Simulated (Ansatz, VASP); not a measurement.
**Two plane-wave programs on Cu**

```
Cu
1.0
     0.00000    1.78168    1.78168
     1.78168    0.00000    1.78168
     1.78168    1.78168    0.00000
Cu
1
Direct
  0.00000 0.00000 0.00000
```

Alike in both runs: task single point; functional PBEsol; k mesh 20 × 20 × 20; occupations gaussian, width 0.05 eV; no spin polarisation.

|  | VASP | Ansatz |
| --- | --- | --- |
| version | VASP 6.6.1 | Ansatz 0.2.0 |
| potentials or method | VASP PAW PBE potentials, release 64 (Cu), cutoff 520 eV | scalar-relativistic, plane waves, PAW |
| valence electrons in the cell | 11 | 19 |

```csv
,VASP,Ansatz,Ansatz less VASP
pressure (GPa),0.7,0.0,-0.75
```

VASP's potentials were made for PBE, not for PBEsol. With one functional, cell and mesh, what is left measures potentials, basis and numerics. VASP's potentials hold 11 valence electrons a cell and Ansatz's 19, so a difference there can come from the potentials and not from the codes.
